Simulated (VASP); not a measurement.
A run of VASP 6.6.1 is set up as follows.

Contents of INCAR:

```
SYSTEM = NaSiO3
ALGO = Normal
EDIFF = 1E-6
ENCUT = 600
GGA_COMPAT = .False.
ISIF = 2
ISMEAR = -1
LASPH = .True.
LCHARG = .True.
LELF = .True.
LREAL = .False.
LVHAR = .True.
LWAVE = .False.
NBANDS = 22
NELM = 120
PREC = Accurate
SIGMA = 0.1
```

The input KPOINTS:

```
k-points
0
Gamma
  6 6 6
  0 0 0
```

File POSCAR:

```
NaSiO3
1.0
    3.5612510000      0.0000000000      0.0000000000
    0.0000000000      3.5612510000      0.0000000000
    0.0000000000      0.0000000000      3.5612510000
Na Si O
1 1 3
Direct
    0.0000000000      0.0000000000      0.0000000000
    0.5000000000      0.5000000000      0.5000000000
    0.5000000000      0.5000000000      0.0000000000
    0.5000000000      0.0000000000      0.5000000000
    0.0000000000      0.5000000000      0.5000000000
```

Potentials or basis: VASP PAW LDA potentials, release 64 (Na_pv, Si, O).

Command:

```sh
$ cat potpaw_LDA.64/Na_pv/POTCAR potpaw_LDA.64/Si/POTCAR potpaw_LDA.64/O/POTCAR > POTCAR
$ mpirun -np 1 vasp_std > vasp.out
```

(1) What does it give for the pressure?

(2) Estimate the band gap on the k mesh.

Answers

(1) -11.3 GPa.

(2) zero (an odd number of electrons rules out a gap without spin polarisation).

Caveat: the cell stands under tension; an odd number of electrons without spin polarisation forces a metal; a magnetic or distorted state may lie lower.
